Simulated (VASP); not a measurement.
# Ta2N (P-3m1) in VASP: settings compared, part 2 of 2

VASP 6.6.1. Earlier steps stand in the parts before.

**4. Single point, PBE+U**

INCAR reads:

```
PREC = Accurate ; ENCUT = 600
EDIFF = 1E-6 ; ISMEAR = 0
SIGMA = 0.1 ; LREAL = False
LASPH = True ; NELM = 200
ALGO = Normal ; ISIF = 2
LWAVE = False ; LCHARG = True
LMAXMIX = 4 ; LDAU = True
LDAUTYPE = 2 ; LDAUL = 2 -1
LDAUU = 4.4 0 ; LDAUJ = 0 0
LDAUPRINT = 1 ; GGA = PE
LELF = True ; LVHAR = True
NBANDS = 20 ; ISYM = 0
GGA_COMPAT = False
```

KPOINTS reads:

```
Automatic mesh
0
Gamma
  3 3 2
  0.5 0.5 0
```

POSCAR reads:

```
Ta2N
1.0
    3.1128615060      0.0000000000      0.0000000000
   -1.5564307530      2.6958171426      0.0000000000
    0.0000000000      0.0000000000      4.8698410000
Ta N
2 1
Direct
    0.6666666667      0.3333333333      0.7452890000
    0.3333333333      0.6666666667      0.2547110000
    0.0000000000      0.0000000000      0.0000000000
```

Potentials or basis: VASP PAW PBE potentials, release 64 (Ta_pv, N).

Run with:

```
> cat potpaw_PBE.64/Ta_pv/POTCAR potpaw_PBE.64/N/POTCAR > POTCAR
> mpirun -np 1 vasp_std > vasp.out
```

OUTCAR:

```text
PREC = Accurate
   ENCUT = 600
   EDIFF = 1E-6
   ISMEAR = 0
   LREAL = False
   LASPH = True
   NELM = 200
   ISIF = 2
   GGA = PE
   ISYM = 0

 ion  position               nearest neighbor table
   1  0.667  0.333  0.745-   3 2.18   3 2.18   3 2.18   2 2.99   2 2.99   2 2.99   2 3.06   2 3.06
                             2 3.06
   2  0.333  0.667  0.255-   3 2.18   3 2.18   3 2.18   1 2.99   1 2.99   1 2.99   1 3.06   1 3.06
                             1 3.06
   3  0.000  0.000  0.000-   1 2.18   2 2.18   2 2.18   1 2.18   1 2.18   2 2.18

IMPORTANT INFORMATION: All symmetrisations will be switched off!
NOSYMM: (Re-)initialisation of all symmetry stuff for point group C_1.

----------------------------------------------------------------------------------------

                                     Primitive cell

  volume of cell :      40.8663

  direct lattice vectors                    reciprocal lattice vectors
     3.112861506  0.000000000  0.000000000     0.321247829  0.185472520  0.000000000
    -1.556430753  2.695817143  0.000000000     0.000000000  0.370945041  0.000000000
     0.000000000  0.000000000  4.869841000     0.000000000  0.000000000  0.205345513

  length of vectors
     3.112861506  3.112861506  4.869841000     0.370945041  0.370945041  0.205345513

  position of ions in fractional coordinates (direct lattice)
     0.666666667  0.333333333  0.745289000
     0.333333333  0.666666667  0.254711000
     0.000000000  0.000000000  0.000000000

  ion indices of the primitive-cell ions
   primitive index   ion index
                 1           1
                 2           2
                 3           3

----------------------------------------------------------------------------------------
[... 172 lines left out ...]
  o =  0.2257  v =  0.2299 -0.4807  0.0000 -0.1322  0.8358  0.0000  0.0000  0.0000  0.0000  0.0000      0.0000  0.0000  0.0000  0.0000  0.0000  0.0000  0.0000  0.0000  0.0000  0.0000
  o =  0.2257  v =  0.0000  0.0000  0.0000  0.0000  0.0000  0.2299 -0.4807  0.0000 -0.1322  0.8358      0.0000  0.0000  0.0000  0.0000  0.0000  0.0000  0.0000  0.0000  0.0000  0.0000
  o =  0.2257  v =  0.0000  0.0000  0.0000  0.0000  0.0000  0.8359  0.1322 -0.0000 -0.4807 -0.2299      0.0000  0.0000  0.0000  0.0000  0.0000  0.0000  0.0000  0.0000  0.0000  0.0000
  o =  0.2257  v =  0.8359  0.1322 -0.0000 -0.4807 -0.2299  0.0000  0.0000  0.0000  0.0000  0.0000      0.0000  0.0000  0.0000  0.0000  0.0000  0.0000  0.0000  0.0000  0.0000  0.0000
  o =  0.2348  v =  0.0000  0.0000  0.0000  0.0000  0.0000 -0.0000 -0.0000 -1.0000  0.0000  0.0000      0.0000  0.0000  0.0000  0.0000  0.0000  0.0000  0.0000  0.0000  0.0000  0.0000
  o =  0.2348  v = -0.0000 -0.0000 -1.0000  0.0000  0.0000  0.0000  0.0000  0.0000  0.0000  0.0000      0.0000  0.0000  0.0000  0.0000  0.0000  0.0000  0.0000  0.0000  0.0000  0.0000

 number of electron      26.9999997 magnetization

 Free energy of the ion-electron system (eV)
  ---------------------------------------------------
  ext. energy  EPLUGINS =         0.00000000
  ---------------------------------------------------
  free energy    TOTEN  =       -26.75873541 eV

  energy without entropy =      -26.75588340  energy(sigma->0) =      -26.75730941

 E-fermi :   8.0272     XC(G=0): -12.8751

 val. band max:        7.9053376811   @ k =   0.1667   0.1667   0.5000
 cond. band min:       8.1489217815   @ k =  -0.1667   0.0000   0.0000
 fundamental gap:      0.2435841004
 Fermi energy:         8.0271760192

 k-point     1 :       0.1667    0.1667    0.0000
  band No.  band energies     occupation
      1     -28.4176      2.00000
      2     -28.2029      2.00000
      3     -28.1915      2.00000
      4     -27.9822      2.00000
      5     -27.8701      2.00000
      6     -27.8003      2.00000
[... 541 lines left out ...]
     19      12.7829      0.00000
     20      13.8013      0.00000

 [... further k-points ...]

------------------------ aborting loop because EDIFF is reached ----------------------------------------

  FORCE on cell =-STRESS in cart. coord.  units (eV):
  Direction    XX          YY          ZZ          XY          YZ          ZX
  --------------------------------------------------------------------------------------
  -------------------------------------------------------------------------------------
  Total        2.2341860      2.2341836      3.6914005     -0.0000019     -0.0000010     -0.0000004
  in kB       87.5920910     87.5919959    144.7227278     -0.0000747     -0.0000386     -0.0000143
  external PRESSURE =     106.6356049 kB  Pullay stress =       0.0000000 kB

 VOLUME and BASIS-vectors are now :
 -----------------------------------------------------------------------------
  energy-cutoff  :      600.00
  volume of cell :       40.87
      direct lattice vectors                 reciprocal lattice vectors
     3.112861506  0.000000000  0.000000000     0.321247829  0.185472520  0.000000000
    -1.556430753  2.695817143  0.000000000     0.000000000  0.370945041  0.000000000
     0.000000000  0.000000000  4.869841000     0.000000000  0.000000000  0.205345513

 POSITION                                       TOTAL-FORCE (eV/Angst)
 -----------------------------------------------------------------------------------
      1.55643      0.89861      3.62944        -0.000000     -0.000001     -0.757977
     -0.00000      1.79721      1.24040        -0.000000      0.000000      0.757970
      0.00000      0.00000      0.00000         0.000000      0.000001      0.000006
 -----------------------------------------------------------------------------------
    total drift:                               -0.000001      0.000001     -0.000024

  FREE ENERGIE OF THE ION-ELECTRON SYSTEM (eV)
  ---------------------------------------------------
  free  energy   TOTEN  =       -26.7587354139 eV

  energy  without entropy=      -26.7558834014  energy(sigma->0) =      -26.75730941
```

OSZICAR:

```text
N       E                     dE             d eps       ncg     rms          rms(c)
DAV:   1     0.237245025304E+03    0.23725E+03   -0.16336E+04  1200   0.154E+03
DAV:   2    -0.206913393211E+02   -0.25794E+03   -0.25128E+03  1348   0.425E+02
DAV:   3    -0.307048245804E+02   -0.10013E+02   -0.98596E+01  1512   0.766E+01
DAV:   4    -0.308435136745E+02   -0.13869E+00   -0.13838E+00  1532   0.869E+00
DAV:   5    -0.308449530365E+02   -0.14394E-02   -0.14387E-02  1464   0.711E-01    0.259E+01
DAV:   6    -0.271941740227E+02    0.36508E+01   -0.18717E+01  1592   0.284E+01    0.118E+01
DAV:   7    -0.268392945844E+02    0.35488E+00   -0.16402E+00  1360   0.887E+00    0.599E+00
DAV:   8    -0.267638024155E+02    0.75492E-01   -0.34059E-01  1408   0.457E+00    0.510E-01
DAV:   9    -0.267591449651E+02    0.46575E-02   -0.31762E-02  1496   0.112E+00    0.277E-01
DAV:  10    -0.267588668126E+02    0.27815E-03   -0.58501E-03  1584   0.620E-01    0.776E-02
DAV:  11    -0.267587450530E+02    0.12176E-03   -0.10360E-03  1468   0.211E-01    0.357E-02
DAV:  12    -0.267587364424E+02    0.86106E-05   -0.78613E-05  1464   0.702E-02    0.109E-02
DAV:  13    -0.267587372736E+02   -0.83125E-06   -0.14176E-05  1496   0.262E-02    0.917E-03
DAV:  14    -0.267587355507E+02    0.17230E-05   -0.42898E-06  1328   0.149E-02    0.166E-03
DAV:  15    -0.267587354139E+02    0.13676E-06   -0.34776E-07   636   0.413E-03
   1 F= -.26758735E+02 E0= -.26757309E+02  d E =-.285201E-02
```

stdout:

```text
POSCAR found type information on POSCAR TaN
 POSCAR found :  2 types and       3 ions
 scaLAPACK will be used
 LDA part: xc-table for (Slater+PW92), standard interpolation
 POSCAR, INCAR and KPOINTS ok, starting setup
 FFT: planning ... GRIDC
 FFT: planning ... GRID_SOFT
 FFT: planning ... GRID
 WAVECAR not read
 entering main loop
```

Wall time 49 s (1 thread of AMD EPYC 7R43 (Zen 3), shared host); peak memory 0.15 GiB.

Results:

```
Free energy   : -26.7587 eV
Pressure      : 10.7 GPa
Largest force : 0.758 eV/Å
```

Forces on the atoms (eV/Å):
```
Ta   0.000  0.000 -0.758
Ta   0.000  0.000  0.758
N    0.000  0.000  0.000
```

Stress tensor (GPa, compression positive):
```
 8.76  0.00  0.00
 0.00  8.76  0.00
 0.00  0.00 14.47
```

Levels at points of the mesh, in eV from the Fermi level:
```
           k point  band 10  band 11  band 12  band 13  band 14  band 15  band 16  band 17
(0.50, 0.50, 0.00)    -6.38    -4.46    -2.81    -1.63     1.93     1.98     3.83     4.21
(0.50, 0.00, 0.00)    -6.38    -4.46    -2.81    -1.63     1.93     1.98     3.83     4.21
(0.00, 0.50, 0.00)    -6.38    -4.46    -2.81    -1.63     1.93     1.98     3.83     4.21
(0.50, 0.50, 0.50)    -6.17    -3.32    -2.41    -2.28    -0.28     0.92     3.59     3.63
(0.50, 0.00, 0.50)    -6.17    -3.32    -2.41    -2.28    -0.28     0.92     3.59     3.63
(0.00, 0.50, 0.50)    -6.17    -3.32    -2.41    -2.28    -0.28     0.92     3.59     3.63
```

Eigenvalues of the final occupation matrices:
| site | spin | trace | eigenvalues |
| --- | --- | --- | --- |
| site 1 d | 1 | 1.11 | 0.21 0.21 0.23 0.23 0.23 |
| site 1 d | 2 | 1.11 | 0.21 0.21 0.23 0.23 0.23 |
| site 2 d | 1 | 1.11 | 0.21 0.21 0.23 0.23 0.23 |
| site 2 d | 2 | 1.11 | 0.21 0.21 0.23 0.23 0.23 |

Caveat: the k points lie up to 0.78 Å⁻¹ apart; spin-orbit coupling is left out, which moves the levels of the heavy elements; U without spin polarisation on a metal has little footing.

**5. Single point, PBE**

INCAR reads:

```
SYSTEM = Ta2N
PREC = Accurate ; ENCUT = 600
EDIFF = 1E-6 ; ISMEAR = -1
SIGMA = 0.1 ; LREAL = .FALSE.
LASPH = .TRUE. ; NELM = 120
ALGO = Normal ; ISIF = 2
LWAVE = .FALSE. ; LCHARG = .FALSE.
GGA = PE ; NBANDS = 20
GGA_COMPAT = .FALSE.
```

KPOINTS reads:

```
regular mesh
0
G
  6 6 4
  0 0 0
```

POSCAR is that of step 4.

Run with:

```
> cat potpaw_PBE.64/Ta_pv/POTCAR potpaw_PBE.64/N/POTCAR > POTCAR
> mpirun -np 1 vasp_std > vasp.out
```

It took 35 s on 1 thread of AMD EPYC 7R43 (Zen 3), shared host; peak memory 0.16 GiB.

Results (log left out):

| Property | Result |
| --- | --- |
| Free energy | -34.3973 eV |
| Pressure | -0.7 GPa |
| Largest force | 0.185 eV/Å |

Forces on the atoms (eV/Å):
```
Ta   0.000  0.000  0.185
Ta   0.000  0.000 -0.185
N    0.000  0.000  0.000
```

Stress tensor (GPa, compression positive):
```
-1.06  0.00  0.00
 0.00 -1.06  0.00
 0.00  0.00 -0.02
```

Levels at points of the mesh, in eV from the Fermi level:
```tsv
k point	band 10	band 11	band 12	band 13	band 14	band 15	band 16	band 17
(0.00, 0.00, 0.00)	-6.08	-5.01	-0.69	-0.27	-0.27	0.23	0.24	0.24
(0.50, 0.00, 0.00)	-6.39	-4.56	-2.65	-1.42	1.72	1.84	3.65	3.93
(0.00, 0.00, 0.50)	-6.25	-2.90	-2.69	-1.15	-1.15	1.73	1.86	2.24
(0.50, 0.00, 0.50)	-6.13	-3.31	-2.20	-2.16	-0.31	0.68	3.23	3.47
```

Caveat: the k points lie up to 0.39 Å⁻¹ apart; spin-orbit coupling is left out, which moves the levels of the heavy elements.

**6. Single point, PBE**

INCAR reads:

```
SYSTEM = Ta2N
ALGO = Normal ; EDIFF = 1E-6
ENCUT = 600 ; GGA = PE
GGA_COMPAT = .False. ; ISIF = 2
ISMEAR = 0 ; LASPH = .True.
LCHARG = .False. ; LREAL = .False.
LWAVE = .False. ; NBANDS = 20
NELM = 120 ; PREC = Accurate
SIGMA = 0.1
```

KPOINTS reads:

```
k-points
0
Gamma
  6 6 4
  0 0 0
```

POSCAR is that of step 5.

Potentials or basis: VASP PAW PBE potentials, release 64 (Ta_pv, N).

Run with:

```
> cat potpaw_PBE.64/Ta_pv/POTCAR potpaw_PBE.64/N/POTCAR > POTCAR
> mpirun -np 1 vasp_std > vasp.out
```

Run time: 38 s. Hardware: 1 thread of AMD EPYC 7R43 (Zen 3), shared host; peak memory 0.16 GiB.

It converged, with:

```
Free energy   : -34.3794 eV
Pressure      : -0.8 GPa
Largest force : 0.235 eV/Å
```

Forces in eV/Å, atoms in the order of the input:
```
Ta   0.000  0.000  0.235
Ta   0.000  0.000 -0.235
N    0.000  0.000  0.000
```

Stress tensor (GPa, compression positive):
```
-0.96  0.00  0.00
 0.00 -0.96  0.00
 0.00  0.00 -0.47
```

Levels at points of the mesh, in eV from the Fermi level:
```csv
k point,band 10,band 11,band 12,band 13,band 14,band 15,band 16,band 17
"(0.00, 0.00, 0.00)",-6.13,-5.05,-0.74,-0.32,-0.32,0.18,0.19,0.19
"(0.50, 0.00, 0.00)",-6.44,-4.61,-2.70,-1.47,1.67,1.79,3.61,3.89
"(0.00, 0.00, 0.50)",-6.30,-2.94,-2.73,-1.20,-1.20,1.68,1.81,2.20
"(0.50, 0.00, 0.50)",-6.18,-3.36,-2.25,-2.20,-0.36,0.63,3.19,3.42
```

Caveat: the k points lie up to 0.39 Å⁻¹ apart; spin-orbit coupling is left out, which moves the levels of the heavy elements.

**7. Overview**

```csv
level,U,k mesh,smearing,gap on the mesh (eV),pressure (GPa),largest force (eV/Å)
PBE,-,5 × 6 × 1,gaussian 0.1 eV,none,-1.9,0.66
PBE+U,Ta d U = 4.4 eV,"3 × 3 × 2, shifted",gaussian 0.1 eV,none,10.7,0.76
PBE,-,6 × 6 × 4,fermi-dirac 0.1 eV,none,-0.7,0.18
PBE,-,6 × 6 × 4,gaussian 0.1 eV,none,-0.8,0.24
```

Alike in all rows: task single point; potentials or basis VASP PAW PBE potentials, release 64 (Ta_pv, N); no spin polarisation; cell as given; cutoff (eV) 600.

Caveats: all runs use coarse meshes; spin-orbit coupling is left out, which moves the levels of the heavy elements; U without spin polarisation on a metal has little footing (some runs).

Total energies depend on the potentials used, so only differences within one code and one set of settings carry meaning.
